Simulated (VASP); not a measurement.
**Pb: single point with PBE**

The system is Pb.

```
CELL_PARAMETERS angstrom
-1.91645 1.91645 1.91645
1.91645 -1.91645 1.91645
1.91645 1.91645 -1.91645
ATOMIC_POSITIONS crystal
Pb 0.00000 0.00000 0.00000
```

This cell differs from its parent crystal: volume scaled by 0.88.

| Item | Value |
| --- | --- |
| Program | VASP 6.6.1 |
| Task | single point |
| Functional | PBE |
| Potentials or basis | VASP PAW PBE potentials, release 64 (Pb_d) |
| Cutoff | 520 eV |
| k mesh | 15 × 15 × 15 |
| Occupations | fermi-dirac, width 0.1 eV |
| Spin | no spin polarisation |

```json
{"Pressure": "6.6 GPa", "Band gap on the k mesh": "zero (band 7 reaches 16.48 eV, above the bottom of band 8 at 5.88 eV)"}
```

Levels at points of the mesh, in eV from the Fermi level:
```
           k point  band 3  band 4  band 5  band 6  band 7  band 8  band 9  band 10  band 11  band 12
(0.00, 0.00, 0.00)  -17.19  -16.90  -16.90  -12.27    8.35    8.35    8.35    11.23    11.23    11.23
```

Run time: 32 s on 1 thread of Intel(R) Xeon(R) Platinum 8375C CPU @ 2.90GHz (Ice Lake) (shared host), peak memory 0.18 GiB.

Caveat: spin-orbit coupling is left out, which moves the levels of the heavy elements.
